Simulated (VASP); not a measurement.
# BaZrO3 (Pm-3m) in VASP: a series of runs

The runs below take BaZrO3 through single point, relaxation of cell and atoms, with PBE.

Program: VASP 6.6.1. These are calculated values, not measurements. Logs are shortened: lines on timing, memory, paths and dates and some standing lists are left out, and cuts for length are marked.

## Step 1: The cell of the first run

The structure is cubic, space group Pm-3m (No. 221). The conventional cell has a = 4.227 Å, b = 4.227 Å, c = 4.227 Å, α = 90.00°, β = 90.00°, γ = 90.00°. Ba (site symmetry m-3m) has 12 O at 2.99 Å and 8 Zr at 3.66 Å within 3.9 Å. Within 2.8 Å of Zr (site symmetry m-3m) lie 6 O at 2.11 Å. O (site symmetry 4/mmm) has 2 Zr at 2.11 Å within 2.8 Å.

## Step 2: Single point, PBE

Contents of INCAR:

```
ALGO = Normal ; EDIFF = 1E-6
ENCUT = 520 ; GGA = PE
ISIF = 2 ; ISMEAR = 0
LASPH = True ; LCHARG = False
LREAL = False ; LWAVE = False
NBANDS = 28 ; NELM = 80
PREC = Accurate ; SIGMA = 0.1
```

Contents of KPOINTS:

```
k-points
0
Gamma
  4 4 4
```

Contents of POSCAR:

```
BaZrO3
1.0
    4.2267268713      0.0000000000      0.0000000000
    0.0000000000      4.2267268713      0.0000000000
    0.0000000000      0.0000000000      4.2267268713
Ba Zr O
1 1 3
Direct
    0.5000000000      0.5000000000      0.5000000000
    0.0000000000      0.0000000000      0.0000000000
    0.5000000000      0.0000000000      0.0000000000
    0.0000000000      0.5000000000      0.0000000000
    0.0000000000      0.0000000000      0.5000000000
```

Potentials or basis: VASP PAW PBE potentials, release 64 (Ba_sv, Zr_sv, O).

The run is started by

```
cat potpaw_PBE.64/Ba_sv/POTCAR potpaw_PBE.64/Zr_sv/POTCAR potpaw_PBE.64/O/POTCAR > POTCAR
mpirun -np 1 vasp_std > vasp.out
```

OUTCAR:

```text
EDIFF = 1E-6
   ENCUT = 520
   GGA = PE
   ISIF = 2
   ISMEAR = 0
   LASPH = True
   LREAL = False
   NELM = 80
   PREC = Accurate

 ion  position               nearest neighbor table
   1  0.500  0.500  0.500-   3 2.99   4 2.99   5 2.99   3 2.99   4 2.99   3 2.99   5 2.99   3 2.99
                             4 2.99   5 2.99   4 2.99   5 2.99   2 3.66   2 3.66   2 3.66   2 3.66
   2  0.000  0.000  0.000-   3 2.11   4 2.11   5 2.11   5 2.11   4 2.11   3 2.11   1 3.66   1 3.66
                             1 3.66   1 3.66   1 3.66   1 3.66   1 3.66   1 3.66
   3  0.500  0.000  0.000-   2 2.11   2 2.11   1 2.99   1 2.99   1 2.99   1 2.99
   4  0.000  0.500  0.000-   2 2.11   2 2.11   1 2.99   1 2.99   1 2.99   1 2.99
   5  0.000  0.000  0.500-   2 2.11   2 2.11   1 2.99   1 2.99   1 2.99   1 2.99

  LATTYP: Found a simple cubic cell.
 ALAT       =     4.2267268713

  Lattice vectors:

 A1 = (   4.2267268713,   0.0000000000,   0.0000000000)
 A2 = (   0.0000000000,   4.2267268713,   0.0000000000)
 A3 = (   0.0000000000,   0.0000000000,   4.2267268713)

Analysis of symmetry for initial positions (statically):
=====================================================================
 Subroutine PRICEL returns:
 Original cell was already a primitive cell.

 Routine SETGRP: Setting up the symmetry group for a
 simple cubic supercell.

 Subroutine GETGRP returns: Found 48 space group operations
 (whereof 48 operations were pure point group operations)
 out of a pool of 48 trial point group operations.

The static configuration has the point symmetry O_h .

Analysis of symmetry for dynamics (positions and initial velocities):
=====================================================================
 Subroutine PRICEL returns:
 Original cell was already a primitive cell.

 Routine SETGRP: Setting up the symmetry group for a
 simple cubic supercell.

 Subroutine GETGRP returns: Found 48 space group operations
 (whereof 48 operations were pure point group operations)
 out of a pool of 48 trial point group operations.

The dynamic configuration has the point symmetry O_h .

 Subroutine INISYM returns: Found 48 space group operations
 (whereof 48 operations are pure point group operations),
 and found     1 'primitive' translations

----------------------------------------------------------------------------------------

                                     Primitive cell

  volume of cell :      75.5114

  direct lattice vectors                    reciprocal lattice vectors
     4.226726871  0.000000000  0.000000000     0.236589690  0.000000000  0.000000000
     0.000000000  4.226726871  0.000000000     0.000000000  0.236589690  0.000000000
     0.000000000  0.000000000  4.226726871     0.000000000  0.000000000  0.236589690

  length of vectors
     4.226726871  4.226726871  4.226726871     0.236589690  0.236589690  0.236589690

  position of ions in fractional coordinates (direct lattice)
     0.500000000  0.500000000  0.500000000
     0.000000000  0.000000000  0.000000000
     0.500000000  0.000000000  0.000000000
     0.000000000  0.500000000  0.000000000
     0.000000000  0.000000000  0.500000000

  ion indices of the primitive-cell ions
   primitive index   ion index
                 1           1
                 2           2
                 3           3
                 4           4
                 5           5

----------------------------------------------------------------------------------------

 KPOINTS: k-points

Automatic generation of k-mesh.
 Grid dimensions read from file:
 generate k-points for:    4    4    4

 Generating k-lattice:

  Cartesian coordinates                     Fractional coordinates (reciprocal lattice)
     0.059147422  0.000000000  0.000000000     0.250000000  0.000000000  0.000000000
     0.000000000  0.059147422  0.000000000     0.000000000  0.250000000  0.000000000
     0.000000000  0.000000000  0.059147422     0.000000000  0.000000000  0.250000000

  Length of vectors
     0.059147422  0.059147422  0.059147422

  Shift w.r.t. Gamma in fractional coordinates (k-lattice)
     0.000000000  0.000000000  0.000000000

 Subroutine IBZKPT returns following result:
 ===========================================

 Found     10 irreducible k-points:

 Following reciprocal coordinates:
            Coordinates               Weight
  0.000000  0.000000  0.000000      1.000000
  0.250000  0.000000  0.000000      6.000000
  0.500000  0.000000  0.000000      3.000000
  0.250000  0.250000  0.000000     12.000000
  0.500000  0.250000  0.000000     12.000000
  0.500000  0.500000  0.000000      3.000000
  0.250000  0.250000  0.250000      8.000000
  0.500000  0.250000  0.250000     12.000000
  0.500000  0.500000  0.250000      6.000000
  0.500000  0.500000  0.500000      1.000000
   k-points           NKPTS =     10   k-points in BZ     NKDIM =     10   number of bands    NBANDS=     28
   number of dos      NEDOS =    301   number of ions     NIONS =      5
   total plane-waves  NPLWV =  32768
   dimension x,y,z NGX =    32 NGY =   32 NGZ =   32
   dimension x,y,z NGXF=    64 NGYF=   64 NGZF=   64
   ions per type =               1   1   3
   NGX,Y,Z   is equivalent  to a cutoff of  12.59, 12.59, 12.59 a.u.
   NGXF,Y,Z  is equivalent  to a cutoff of  25.17, 25.17, 25.17 a.u.
 SYSTEM =  unknown system
   PREC   = accura    normal or accurate (medium, high low for compatibility)
   ISTART =      0    job   : 0-new  1-cont  2-samecut
   ICHARG =      2    charge: 1-file 2-atom 10-const
   ISPIN  =      1    spin polarized calculation?
   LNONCOLLINEAR =      F non collinear calculations
   LSORBIT =      F    spin-orbit coupling
   LASPH  =      T    aspherical Exc in radial PAW
   ENCUT  =  520.0 eV  38.22 Ry    6.18 a.u.   7.86  7.86  7.86*2*pi/ulx,y,z
   NELM   =     80;   NELMIN=  2; NELMDL= -5     # of ELM steps
   EDIFF  = 0.1E-05   stopping-criterion for ELM
   LREAL  =      F    real-space projection
   EDIFFG = 0.1E-04   stopping-criterion for IOM
   NSW    =      0    number of steps for IOM
   IBRION =     -1    ionic relax: 0-MD 1-quasi-New 2-CG
   NFREE  =      0    steps in history (QN), initial steepest desc. (CG)
   ISIF   =      2    stress and relaxation
   ISYM   =      2    0-nonsym 1-usesym 2-fastsym
   POTIM  = 0.5000    time-step for ionic-motion
   TEBEG  =    0.0;   TEEND  =   0.0 temperature during run
   PSTRESS=    0.0 pullay stress
   NELECT =      40.0000    total number of electrons
   NUPDOWN=      -1.0000    fix difference up-down
   EMIN   =  10.00;   EMAX   =-10.00  energy-range for DOS
   EFERMI =   0.00;   METHOD = LEGACY
   ISMEAR =     0;   SIGMA  =   0.10  broadening in eV -4-tet -1-fermi 0-gaus
   EFERMI_NEDOS =   21; number of points for ismear=-14 and -15
   IALGO  =     38    algorithm
   IMIX   =      4    mixing-type and parameters
     AMIX     =   0.40;   BMIX     =  1.00
     AMIX_MAG =   1.60;   BMIX_MAG =  1.00
  volume/ion in A,a.u.               =      15.10       101.92
  Fermi-wavevector in a.u.,A,eV,Ry     =   1.324618  2.503165 23.872956  1.754613
  Thomas-Fermi vector in A             =   2.454139
   LORBIT       =      0    0 simple, 1 ext, 2 COOP (PROOUT), +10 PAW based schemes
   GGA     = PE    functional components
   LHFCALC =     F    Hartree Fock is set to
   AEXX    =    0.0000 exact exchange contribution
   IVDW    =     0    specifies the selected vdW correction
   LEPSILON=     F    determine dielectric tensor
   LRPA    =     F    only Hartree local field effects (RPA)
 non-spin polarized calculation
 Gauss-broadening in eV      SIGMA  =   0.10
  energy-cutoff  :      520.00
  volume of cell :       75.51
 maximum number of plane-waves:      2048
 NGX is ok and might be reduce to    32
   NGX = 15   NGY = 15   NGZ = 15

 number of electron      39.9999986 magnetization

 Free energy of the ion-electron system (eV)
  ---------------------------------------------------
  ext. energy  EPLUGINS =         0.00000000
  ---------------------------------------------------
  free energy    TOTEN  =       -41.71352633 eV

  energy without entropy =      -41.71352633  energy(sigma->0) =      -41.71352633

 E-fermi :   4.0912     XC(G=0): -10.6443

 val. band max:        3.6138775509   @ k =   0.5000   0.5000   0.5000
 cond. band min:       6.7407873115   @ k =   0.0000   0.0000   0.0000
 fundamental gap:      3.1269097607
 Fermi energy:         4.0911568151

 k-point     1 :       0.0000    0.0000    0.0000
  band No.  band energies     occupation
      1     -43.5733      2.00000
      2     -21.7825      2.00000
      3     -21.7001      2.00000
      4     -21.7001      2.00000
      5     -21.7001      2.00000
      6     -12.7140      2.00000
[... 20 lines left out ...]
     27      10.7892      0.00000
     28      10.7892      0.00000

 k-point     2 :       0.2500    0.0000    0.0000
  band No.  band energies     occupation
      1     -43.5718      2.00000
      2     -21.9339      2.00000
      3     -21.6971      2.00000
      4     -21.6971      2.00000
      5     -21.6332      2.00000
      6     -12.7530      2.00000
[... 20 lines left out ...]
     27      10.7882      0.00000
     28      11.3749      0.00000

 k-point     3 :       0.5000    0.0000    0.0000
  band No.  band energies     occupation
      1     -43.5704      2.00000
      2     -22.0487      2.00000
      3     -21.6941      2.00000
      4     -21.6941      2.00000
      5     -21.5977      2.00000
      6     -12.8552      2.00000
[... 20 lines left out ...]
     27      10.8204      0.00000
     28      11.9667      0.00000

 k-point     4 :       0.2500    0.2500    0.0000
  band No.  band energies     occupation
      1     -43.5704      2.00000
      2     -21.9249      2.00000
      3     -21.8096      2.00000
      4     -21.6942      2.00000
      5     -21.6192      2.00000
      6     -12.6413      2.00000
[... 144 lines left out ...]
     27      11.0989      0.00000
     28      12.2208      0.00000

 k-point     9 :       0.5000    0.5000    0.2500
  band No.  band energies     occupation
      1     -43.5661      2.00000
      2     -21.9103      2.00000
      3     -21.9103      2.00000
      4     -21.8001      2.00000
      5     -21.6844      2.00000
      6     -12.0775      2.00000
[... 20 lines left out ...]
     27      11.5751      0.00000
     28      12.8260      0.00000

 k-point    10 :       0.5000    0.5000    0.5000
  band No.  band energies     occupation
      1     -43.5647      2.00000
      2     -21.9062      2.00000
      3     -21.9062      2.00000
      4     -21.9062      2.00000
      5     -21.6684      2.00000
      6     -11.5717      2.00000
[... 20 lines left out ...]
     27      12.5905      0.00000
     28      12.5905      0.00000

------------------------ aborting loop because EDIFF is reached ----------------------------------------

  FORCE on cell =-STRESS in cart. coord.  units (eV):
  Direction    XX          YY          ZZ          XY          YZ          ZX
  --------------------------------------------------------------------------------------
  -------------------------------------------------------------------------------------
  Total        0.4772184      0.4772184      0.4772184      0.0000000      0.0000000      0.0000000
  in kB       10.1254705     10.1254705     10.1254705      0.0000000      0.0000000      0.0000000
  external PRESSURE =      10.1254705 kB  Pullay stress =       0.0000000 kB

 VOLUME and BASIS-vectors are now :
 -----------------------------------------------------------------------------
  energy-cutoff  :      520.00
  volume of cell :       75.51
      direct lattice vectors                 reciprocal lattice vectors
     4.226726871  0.000000000  0.000000000     0.236589690  0.000000000  0.000000000
     0.000000000  4.226726871  0.000000000     0.000000000  0.236589690  0.000000000
     0.000000000  0.000000000  4.226726871     0.000000000  0.000000000  0.236589690

 POSITION                                       TOTAL-FORCE (eV/Angst)
 -----------------------------------------------------------------------------------
      2.11336      2.11336      2.11336         0.000000      0.000000      0.000000
      0.00000      0.00000      0.00000         0.000000      0.000000      0.000000
      2.11336      0.00000      0.00000         0.000000      0.000000      0.000000
      0.00000      2.11336      0.00000         0.000000      0.000000      0.000000
      0.00000      0.00000      2.11336         0.000000      0.000000      0.000000
 -----------------------------------------------------------------------------------
    total drift:                                0.000000      0.000000     -0.000000

  FREE ENERGIE OF THE ION-ELECTRON SYSTEM (eV)
  ---------------------------------------------------
  free  energy   TOTEN  =       -41.7135263302 eV

  energy  without entropy=      -41.7135263302  energy(sigma->0) =      -41.71352633
```

Run time: 19 s. Hardware: 1 thread of AMD EPYC 7R13 (Zen 3), shared host; peak memory 0.15 GiB.

What came out:

```
Free energy            : -41.7135 eV
Pressure               : 1.0 GPa
Band gap on the k mesh : 3.13 eV, indirect (least direct gap 3.38 eV)
```

Caveat: spin-orbit coupling is left out, which moves the levels of the heavy elements. A k mesh can miss the band edges.

## Step 3: Single point, PBE

Contents of INCAR:

```
SYSTEM = BaZrO3
PREC = Accurate
ENCUT = 520
EDIFF = 1E-6
ISMEAR = 0
SIGMA = 0.02
LREAL = .False.
LASPH = .True.
NELM = 60
ALGO = Normal
ISIF = 2
LWAVE = .False.
LCHARG = .False.
GGA = PE
NBANDS = 28
```

Contents of KPOINTS:

```
regular mesh
0
Gamma
  6 6 6
  0 0 0
```

Changes to POSCAR since step 2:

```diff
@@ -2,5 +2,5 @@
 1.0
-    4.2267268713      0.0000000000      0.0000000000
-    0.0000000000      4.2267268713      0.0000000000
-    0.0000000000      0.0000000000      4.2267268713
+    4.2274555943      0.0000000000      0.0000000000
+    0.0000000000      4.2274555943      0.0000000000
+    0.0000000000      0.0000000000      4.2274555943
 Ba Zr O
```

Potentials or basis: VASP PAW PBE potentials, release 64 (Ba_sv, Zr_sv, O).

The run is started by

```
cat potpaw_PBE.64/Ba_sv/POTCAR potpaw_PBE.64/Zr_sv/POTCAR potpaw_PBE.64/O/POTCAR > POTCAR
mpirun -np 1 vasp_std > vasp.out
```

OUTCAR:

```text
SYSTEM = BaZrO3
   PREC = Accurate
   ENCUT = 520
   EDIFF = 1E-6
   ISMEAR = 0
   LREAL = .False.
   LASPH = .True.
   NELM = 60
   ISIF = 2
   GGA = PE

 ion  position               nearest neighbor table
   1  0.500  0.500  0.500-   3 2.99   4 2.99   5 2.99   3 2.99   4 2.99   3 2.99   5 2.99   3 2.99
                             4 2.99   5 2.99   4 2.99   5 2.99   2 3.66   2 3.66   2 3.66   2 3.66
   2  0.000  0.000  0.000-   3 2.11   4 2.11   5 2.11   5 2.11   4 2.11   3 2.11   1 3.66   1 3.66
                             1 3.66   1 3.66   1 3.66   1 3.66   1 3.66   1 3.66
   3  0.500  0.000  0.000-   2 2.11   2 2.11   1 2.99   1 2.99   1 2.99   1 2.99
   4  0.000  0.500  0.000-   2 2.11   2 2.11   1 2.99   1 2.99   1 2.99   1 2.99
   5  0.000  0.000  0.500-   2 2.11   2 2.11   1 2.99   1 2.99   1 2.99   1 2.99

  LATTYP: Found a simple cubic cell.
 ALAT       =     4.2274555943

  Lattice vectors:

 A1 = (   4.2274555943,   0.0000000000,   0.0000000000)
 A2 = (   0.0000000000,   4.2274555943,   0.0000000000)
 A3 = (   0.0000000000,   0.0000000000,   4.2274555943)

Analysis of symmetry for initial positions (statically):
=====================================================================
[... 177 lines left out ...]
 cond. band min:       6.7393641910   @ k =   0.0000   0.0000   0.0000
 fundamental gap:      3.1318717137
 Fermi energy:         3.7994053736

 k-point     1 :       0.0000    0.0000    0.0000
  band No.  band energies     occupation
      1     -43.5727      2.00000
      2     -21.7887      2.00000
      3     -21.6996      2.00000
      4     -21.6996      2.00000
      5     -21.6996      2.00000
      6     -12.7191      2.00000
[... 609 lines left out ...]
     27      12.5826      0.00000
     28      12.5826      0.00000

------------------------ aborting loop because EDIFF is reached ----------------------------------------

  FORCE on cell =-STRESS in cart. coord.  units (eV):
  Direction    XX          YY          ZZ          XY          YZ          ZX
  --------------------------------------------------------------------------------------
  -------------------------------------------------------------------------------------
  Total        0.4303658      0.4303658      0.4303658      0.0000000     -0.0000000      0.0000000
  in kB        9.1266449      9.1266449      9.1266449      0.0000000     -0.0000000      0.0000000
  external PRESSURE =       9.1266449 kB  Pullay stress =       0.0000000 kB

 VOLUME and BASIS-vectors are now :
 -----------------------------------------------------------------------------
  energy-cutoff  :      520.00
  volume of cell :       75.55
      direct lattice vectors                 reciprocal lattice vectors
     4.227455594  0.000000000  0.000000000     0.236548907  0.000000000  0.000000000
     0.000000000  4.227455594  0.000000000     0.000000000  0.236548907  0.000000000
     0.000000000  0.000000000  4.227455594     0.000000000  0.000000000  0.236548907

 POSITION                                       TOTAL-FORCE (eV/Angst)
 -----------------------------------------------------------------------------------
      2.11373      2.11373      2.11373         0.000000      0.000000      0.000000
      0.00000      0.00000      0.00000         0.000000      0.000000      0.000000
      2.11373      0.00000      0.00000         0.000000      0.000000      0.000000
      0.00000      2.11373      0.00000         0.000000      0.000000      0.000000
      0.00000      0.00000      2.11373         0.000000      0.000000      0.000000
 -----------------------------------------------------------------------------------
    total drift:                                0.000000      0.000000     -0.000000

  FREE ENERGIE OF THE ION-ELECTRON SYSTEM (eV)
  ---------------------------------------------------
  free  energy   TOTEN  =       -41.7235500275 eV

  energy  without entropy=      -41.7235500275  energy(sigma->0) =      -41.72355003
```

OSZICAR:

```text
N       E                     dE             d eps       ncg     rms          rms(c)
DAV:   1     0.311943730976E+03    0.31194E+03   -0.21969E+04  1120   0.139E+03
DAV:   2    -0.289159274002E+02   -0.34086E+03   -0.33059E+03  1380   0.340E+02
DAV:   3    -0.485723821932E+02   -0.19656E+02   -0.19558E+02  1544   0.832E+01
DAV:   4    -0.493661118929E+02   -0.79373E+00   -0.79290E+00  1748   0.120E+01
DAV:   5    -0.493708603944E+02   -0.47485E-02   -0.47482E-02  1472   0.109E+00    0.275E+01
DAV:   6    -0.418534240801E+02    0.75174E+01   -0.38704E+01  1332   0.380E+01    0.121E+01
DAV:   7    -0.417395642179E+02    0.11386E+00   -0.27798E+00  1572   0.914E+00    0.738E+00
DAV:   8    -0.417269291420E+02    0.12635E-01   -0.40347E-01  1320   0.445E+00    0.750E-01
DAV:   9    -0.417220730130E+02    0.48561E-02   -0.66641E-02  1548   0.142E+00    0.545E-01
DAV:  10    -0.417239542342E+02   -0.18812E-02   -0.18096E-02  1528   0.107E+00    0.268E-01
DAV:  11    -0.417234835852E+02    0.47065E-03   -0.22720E-03  1396   0.385E-01    0.418E-02
DAV:  12    -0.417235538212E+02   -0.70236E-04   -0.21208E-04  1304   0.977E-02    0.473E-02
DAV:  13    -0.417235495181E+02    0.43031E-05   -0.46206E-05  1656   0.455E-02    0.820E-03
DAV:  14    -0.417235500275E+02   -0.50937E-06   -0.52959E-06  1296   0.174E-02
   1 F= -.41723550E+02 E0= -.41723550E+02  d E =-.161009E-43
```

Wall time 50 s (1 thread of AMD EPYC 7R13 (Zen 3), shared host); peak memory 0.17 GiB.

What came out:

```yaml
Free_energy: -41.7236 eV
Pressure: 0.9 GPa
Band_gap_on_the_k_mesh: 3.13 eV, indirect (least direct gap 3.38 eV)
```

Caveat: spin-orbit coupling is left out, which moves the levels of the heavy elements. A k mesh can miss the band edges.

(Part 1 of 2 ends here.)
